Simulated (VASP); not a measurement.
Crystal: RbBr.

```xyz
2
Lattice="0.0000 3.4270 3.4270 3.4270 0.0000 3.4270 3.4270 3.4270 0.0000" Properties=species:S:1:pos:R:3 pbc="T T T"
Rb    0.0000    0.0000    0.0000
Br    3.4270    3.4270    3.4270
```

Base run:

| Property | Result |
| --- | --- |
| Program | VASP 6.6.1 |
| Functional | r2SCAN |
| Potentials or basis | VASP PAW PBE potentials, release 64 (Rb_sv, Br) |
| Cutoff | 520 eV |
| k mesh | 7 × 7 × 7 |
| Occupations | fermi-dirac, width 0.05 eV |
| Spin | no spin polarisation |

Its results: band gap on the k mesh 4.97 eV; pressure 0.5 GPa.

Problem. The run is repeated on the same cell with these changes: functional from r2SCAN to LDA; potentials or basis from VASP PAW PBE potentials, release 64 (Rb_sv, Br) to VASP PAW LDA potentials, release 64 (Rb_sv, Br). What comes out?

Solution. Band gap on the k mesh 3.96 eV; pressure -1.2 GPa.

Caveats: the PAW data sets were made with another functional, which shifts forces and pressure a little (at least some runs); an odd mesh through Γ misses points on the zone boundary, where band edges can lie (at least some runs).
